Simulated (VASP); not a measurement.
# Ti (I4/mmm) in VASP: further runs

Ti is run at these levels: PBE; tasks: single point.

Everything below comes from runs of VASP 6.6.1. Logs are shortened: lines on timing, memory, paths and dates and some standing lists are left out, and cuts for length are marked.

## 1. The cell of the first run

It takes space group I4/mmm (No. 139, tetragonal). Conventional cell: a = 3.300 Å, b = 3.300 Å, c = 3.168 Å, α = 90.00°, β = 90.00°, γ = 90.00°. Within 3.7 Å of Ti (site symmetry 4/mmm) lie 14 Ti at 2.82 to 3.30 Å.

## 2. Single point, PBE

Input file INCAR:

```
SYSTEM = Ti
ALGO = Fast ; EDIFF = 1E-6
ENCUT = 520 ; GGA = PE
ISIF = 2 ; ISMEAR = 0
LASPH = .True. ; LCHARG = .False.
LREAL = .False. ; LWAVE = .False.
NBANDS = 12 ; NELM = 60
PREC = Accurate ; SIGMA = 0.15
```

Input file KPOINTS:

```
k-points
0
Gamma
  28 28 28
  0 0 0
```

Input file POSCAR:

```
Ti
1.0
   -1.6500535178      1.6500535178      1.5840513771
    1.6500535178     -1.6500535178      1.5840513771
    1.6500535178      1.6500535178     -1.5840513771
Ti
1
Direct
    0.0000000000      0.0000000000      0.0000000000
```

Potentials or basis: VASP PAW PBE potentials, release 64 (Ti_sv).

Launch:

```sh
$ cat potpaw_PBE.64/Ti_sv/POTCAR > POTCAR
$ mpirun -np 1 vasp_std > vasp.out
```

OUTCAR:

```text
SYSTEM = Ti
   EDIFF = 1E-6
   ENCUT = 520
   GGA = PE
   ISIF = 2
   ISMEAR = 0
   LASPH = .True.
   LREAL = .False.
   NELM = 60
   PREC = Accurate

 ion  position               nearest neighbor table
   1  0.000  0.000  0.000-

  LATTYP: Found a body centered tetragonal cell.
 ALAT       =     3.3001070356
 C/A-ratio  =     0.9600000000

  Lattice vectors:

 A1 = (  -1.6500535178,   1.6500535178,   1.5840513771)
 A2 = (   1.6500535178,  -1.6500535178,   1.5840513771)
 A3 = (   1.6500535178,   1.6500535178,  -1.5840513771)

Analysis of symmetry for initial positions (statically):
=====================================================================
 Subroutine PRICEL returns:
 Original cell was already a primitive cell.

 Routine SETGRP: Setting up the symmetry group for a
 body centered tetragonal supercell.

 Subroutine GETGRP returns: Found 16 space group operations
 (whereof 16 operations were pure point group operations)
 out of a pool of 16 trial point group operations.

The static configuration has the point symmetry D_4h.

Analysis of symmetry for dynamics (positions and initial velocities):
=====================================================================
 Subroutine PRICEL returns:
 Original cell was already a primitive cell.

 Routine SETGRP: Setting up the symmetry group for a
 body centered tetragonal supercell.

 Subroutine GETGRP returns: Found 16 space group operations
 (whereof 16 operations were pure point group operations)
 out of a pool of 16 trial point group operations.

The dynamic configuration has the point symmetry D_4h.

 Subroutine INISYM returns: Found 16 space group operations
 (whereof 16 operations are pure point group operations),
 and found     1 'primitive' translations

----------------------------------------------------------------------------------------

                                     Primitive cell

  volume of cell :      17.2514

  direct lattice vectors                    reciprocal lattice vectors
    -1.650053518  1.650053518  1.584051377     0.000000000  0.303020475  0.315646328
     1.650053518 -1.650053518  1.584051377     0.303020475  0.000000000  0.315646328
     1.650053518  1.650053518 -1.584051377     0.303020475  0.303020475  0.000000000

  length of vectors
     2.820385078  2.820385078  2.820385078     0.437554582  0.437554582  0.428535665

  position of ions in fractional coordinates (direct lattice)
     0.000000000  0.000000000  0.000000000

  ion indices of the primitive-cell ions
   primitive index   ion index
                 1           1

----------------------------------------------------------------------------------------

 KPOINTS: k-points

Automatic generation of k-mesh.
 Grid dimensions read from file:
 generate k-points for:   28   28   28

 Generating k-lattice:

  Cartesian coordinates                     Fractional coordinates (reciprocal lattice)
     0.000000000  0.010822160  0.011273083     0.035714286  0.000000000  0.000000000
     0.010822160  0.000000000  0.011273083     0.000000000  0.035714286  0.000000000
     0.010822160  0.010822160  0.000000000     0.000000000  0.000000000  0.035714286

  Length of vectors
     0.015626949  0.015626949  0.015304845

  Shift w.r.t. Gamma in fractional coordinates (k-lattice)
     0.000000000  0.000000000  0.000000000

 Subroutine IBZKPT returns following result:
 ===========================================

 Found   1639 irreducible k-points:

 Following reciprocal coordinates:
            Coordinates               Weight
  0.000000  0.000000  0.000000      1.000000
  0.035714  0.000000  0.000000      8.000000
  0.071429  0.000000  0.000000      8.000000
  0.107143  0.000000  0.000000      8.000000
  0.142857  0.000000  0.000000      8.000000
  0.178571  0.000000 -0.000000      8.000000
[... 16 lines left out ...]
  0.285714  0.035714  0.000000     16.000000
  0.321429  0.035714  0.000000     16.000000
 [... further k-points ...]
   k-points           NKPTS =   1639   k-points in BZ     NKDIM =   1639   number of bands    NBANDS=     12
   number of dos      NEDOS =    301   number of ions     NIONS =      1
   total plane-waves  NPLWV =  13824
   dimension x,y,z NGX =    24 NGY =   24 NGZ =   24
   dimension x,y,z NGXF=    48 NGYF=   48 NGZF=   48
   ions per type =               1
   NGX,Y,Z   is equivalent  to a cutoff of  14.15, 14.15, 14.15 a.u.
   NGXF,Y,Z  is equivalent  to a cutoff of  28.29, 28.29, 28.29 a.u.
 SYSTEM =  Ti
   PREC   = accura    normal or accurate (medium, high low for compatibility)
   ISTART =      0    job   : 0-new  1-cont  2-samecut
   ICHARG =      2    charge: 1-file 2-atom 10-const
   ISPIN  =      1    spin polarized calculation?
   LNONCOLLINEAR =      F non collinear calculations
   LSORBIT =      F    spin-orbit coupling
   LASPH  =      T    aspherical Exc in radial PAW
   ENCUT  =  520.0 eV  38.22 Ry    6.18 a.u.   5.24  5.24  5.24*2*pi/ulx,y,z
   NELM   =     60;   NELMIN=  2; NELMDL= -5     # of ELM steps
   EDIFF  = 0.1E-05   stopping-criterion for ELM
   LREAL  =      F    real-space projection
   EDIFFG = 0.1E-04   stopping-criterion for IOM
   NSW    =      0    number of steps for IOM
   IBRION =     -1    ionic relax: 0-MD 1-quasi-New 2-CG
   NFREE  =      0    steps in history (QN), initial steepest desc. (CG)
   ISIF   =      2    stress and relaxation
   ISYM   =      2    0-nonsym 1-usesym 2-fastsym
   POTIM  = 0.5000    time-step for ionic-motion
   TEBEG  =    0.0;   TEEND  =   0.0 temperature during run
   PSTRESS=    0.0 pullay stress
   NELECT =      12.0000    total number of electrons
   NUPDOWN=      -1.0000    fix difference up-down
   EMIN   =  10.00;   EMAX   =-10.00  energy-range for DOS
   EFERMI =   0.00;   METHOD = LEGACY
   ISMEAR =     0;   SIGMA  =   0.15  broadening in eV -4-tet -1-fermi 0-gaus
   EFERMI_NEDOS =   21; number of points for ismear=-14 and -15
   IALGO  =     68    algorithm
   IMIX   =      4    mixing-type and parameters
     AMIX     =   0.40;   BMIX     =  1.00
     AMIX_MAG =   1.60;   BMIX_MAG =  1.00
  volume/ion in A,a.u.               =      17.25       116.42
  Fermi-wavevector in a.u.,A,eV,Ry     =   1.450530  2.741105 28.627177  2.104038
  Thomas-Fermi vector in A             =   2.568132
   LORBIT       =      0    0 simple, 1 ext, 2 COOP (PROOUT), +10 PAW based schemes
   GGA     = PE    functional components
   LHFCALC =     F    Hartree Fock is set to
   AEXX    =    0.0000 exact exchange contribution
   IVDW    =     0    specifies the selected vdW correction
   LEPSILON=     F    determine dielectric tensor
   LRPA    =     F    only Hartree local field effects (RPA)
 non-spin polarized calculation
 RMM-DIIS sequential band-by-band and
 Gauss-broadening in eV      SIGMA  =   0.15
  energy-cutoff  :      520.00
  volume of cell :       17.25
 maximum number of plane-waves:       482
 NGX is ok and might be reduce to    24
   NGX = 11   NGY = 11   NGZ = 11

 number of electron      12.0000000 magnetization

 Free energy of the ion-electron system (eV)
  ---------------------------------------------------
  ext. energy  EPLUGINS =         0.00000000
  ---------------------------------------------------
  free energy    TOTEN  =        -7.73924171 eV

  energy without entropy =       -7.71313980  energy(sigma->0) =       -7.72619075

 E-fermi :   8.1629     XC(G=0): -11.5257

 val. band max:        8.1616677927   @ k =  -0.3929   0.3571   0.0000
 cond. band min:       8.1638934075   @ k =  -0.3571   0.4286   0.0357
 fundamental gap:      0.0022256148
 Fermi energy:         8.1629090405

 k-point     1 :       0.0000    0.0000    0.0000
  band No.  band energies     occupation
      1     -48.3646      2.00000
      2     -24.2146      2.00000
      3     -24.2122      2.00000
      4     -24.2122      2.00000
      5       2.1884      2.00000
      6       8.9563      0.00000
      7       9.2584      0.00000
      8       9.2584      0.00000
      9      10.7307      0.00000
     10      11.0857      0.00000
     11      25.3745      0.00000
     12      25.3745      0.00000

 k-point     2 :       0.0357    0.0000    0.0000
  band No.  band energies     occupation
      1     -48.3629      2.00000
      2     -24.2226      2.00000
      3     -24.2151      2.00000
      4     -24.2134      2.00000
      5       2.2333      2.00000
      6       8.9616      0.00000
      7       9.2519      0.00000
      8       9.2638      0.00000
      9      10.7283      0.00000
     10      11.0662      0.00000
     11      25.3543      0.00000
     12      25.4193      0.00000

 k-point     3 :       0.0714    0.0000    0.0000
  band No.  band energies     occupation
      1     -48.3579      2.00000
      2     -24.2489      2.00000
      3     -24.2234      2.00000
      4     -24.2140      2.00000
      5       2.3666      2.00000
      6       8.9517      0.00000
      7       9.2290      0.00000
      8       9.3067      0.00000
      9      10.7197      0.00000
     10      11.0170      0.00000
     11      25.2660      0.00000
     12      25.5458      0.00000
[... 286 lines left out ...]
 k-point    23 :       0.2857    0.0357    0.0000
  band No.  band energies     occupation
      1     -48.2728      2.00000
      2     -24.6782      2.00000
      3     -24.3610      2.00000
      4     -24.2272      2.00000
      5       4.7979      2.00000
      6       8.0810      1.56012
      7       8.4991      0.00153
      8      10.7603      0.00000
      9      11.1160      0.00000
     10      11.1594      0.00000
     11      20.6851      0.00000
     12      23.0616      0.00000

 k-point    24 :       0.3214    0.0357    0.0000
  band No.  band energies     occupation
      1     -48.2590      2.00000
      2     -24.7447      2.00000
      3     -24.3838      2.00000
      4     -24.2286      2.00000
      5       5.1665      2.00000
      6       7.9447      1.96035
      7       8.5253      0.00063
      8      10.8187      0.00000
      9      11.2221      0.00000
     10      11.5044      0.00000
     11      19.7147      0.00000
     12      22.5663      0.00000

 [... further k-points ...]

------------------------ aborting loop because EDIFF is reached ----------------------------------------

  FORCE on cell =-STRESS in cart. coord.  units (eV):
  Direction    XX          YY          ZZ          XY          YZ          ZX
  --------------------------------------------------------------------------------------
  -------------------------------------------------------------------------------------
  Total        0.0219719      0.0219719     -0.1080711      0.0000000      0.0000000      0.0000000
  in kB        2.0405750      2.0405750    -10.0367872      0.0000000      0.0000000      0.0000000
  external PRESSURE =      -1.9852124 kB  Pullay stress =       0.0000000 kB

 VOLUME and BASIS-vectors are now :
 -----------------------------------------------------------------------------
  energy-cutoff  :      520.00
  volume of cell :       17.25
      direct lattice vectors                 reciprocal lattice vectors
    -1.650053518  1.650053518  1.584051377     0.000000000  0.303020475  0.315646328
     1.650053518 -1.650053518  1.584051377     0.303020475  0.000000000  0.315646328
     1.650053518  1.650053518 -1.584051377     0.303020475  0.303020475  0.000000000

 POSITION                                       TOTAL-FORCE (eV/Angst)
 -----------------------------------------------------------------------------------
      0.00000      0.00000      0.00000        -0.000000     -0.000000     -0.000000
 -----------------------------------------------------------------------------------
    total drift:                                0.000000      0.000000      0.000000

  FREE ENERGIE OF THE ION-ELECTRON SYSTEM (eV)
  ---------------------------------------------------
  free  energy   TOTEN  =        -7.7392417070 eV

  energy  without entropy=       -7.7131397983  energy(sigma->0) =       -7.72619075
```

Wall time 8.5 min (1 thread of Intel Xeon 8259CL, shared host); peak memory 0.43 GiB.

What came out:

```yaml
Free_energy: -7.7392 eV
Pressure: -0.2 GPa
Band_gap_on_the_k_mesh: zero (bands 6 and 7 overlap by 1.58 eV)
```

## 3. Single point, PBE

Input file INCAR:

```
ALGO     = Fast           # electronic algorithm
EDIFF    = 1E-6           # SCF threshold, eV
ENCUT    = 520            # plane-wave cutoff, eV
GGA      = PE             # functional
ISIF     = 2              # what is computed and relaxed
ISMEAR   = 0              # smearing method
LASPH    = T              # aspherical terms in the spheres
LCHARG   = T              # write CHGCAR
LELF     = T              # ELF
LREAL    = F              # projectors in reciprocal space
LVHAR    = T            
LWAVE    = F              # write WAVECAR
NBANDS   = 12             # bands
NELM     = 100            # most SCF steps
PREC     = Accurate       # precision mode
SIGMA    = 0.15           # smearing width, eV
```

Input file KPOINTS:

```
k-points
0
Gamma
  28 28 28
```

Input file POSCAR:

```
Ti
1.0
   -1.6014940950      1.6014940950      1.6815687997
    1.6014940950     -1.6014940950      1.6815687997
    1.6014940950      1.6014940950     -1.6815687997
Ti
1
Direct
    0.0000000000      0.0000000000      0.0000000000
```

Potentials or basis: VASP PAW PBE potentials, release 64 (Ti_sv).

Launch:

```sh
$ cat potpaw_PBE.64/Ti_sv/POTCAR > POTCAR
$ mpirun -np 1 vasp_std > vasp.out
```

Wall time 9.7 min (1 thread of Intel Xeon 8259CL, shared host); peak memory 0.43 GiB.

The run converged. Its results:

```yaml
Free_energy: -7.7394 eV
Pressure: -0.2 GPa
Band_gap_on_the_k_mesh: zero (bands 6 and 7 overlap by 1.64 eV)
```

Stress tensor (GPa, compression positive):
```
-0.50  0.00  0.00
 0.00 -0.50  0.00
 0.00  0.00  0.49
```

Levels at points of the mesh, in eV from the Fermi level:
| k point | band 3 | band 4 | band 5 | band 6 | band 7 | band 8 | band 9 | band 10 |
| --- | --- | --- | --- | --- | --- | --- | --- | --- |
| (0.00, 0.00, 0.00) | -32.38 | -32.38 | -5.98 | 0.88 | 0.88 | 1.22 | 2.54 | 2.93 |
| (0.50, 0.00, 0.00) | -32.59 | -32.38 | -2.48 | -0.26 | 1.05 | 2.53 | 3.12 | 4.26 |
| (0.50, 0.50, 0.00) | -32.61 | -32.40 | -2.48 | -0.68 | 1.38 | 3.00 | 3.21 | 4.32 |
| (0.50, 0.50, 0.50) | -32.83 | -32.83 | -2.20 | -2.07 | 3.88 | 3.97 | 3.97 | 7.52 |
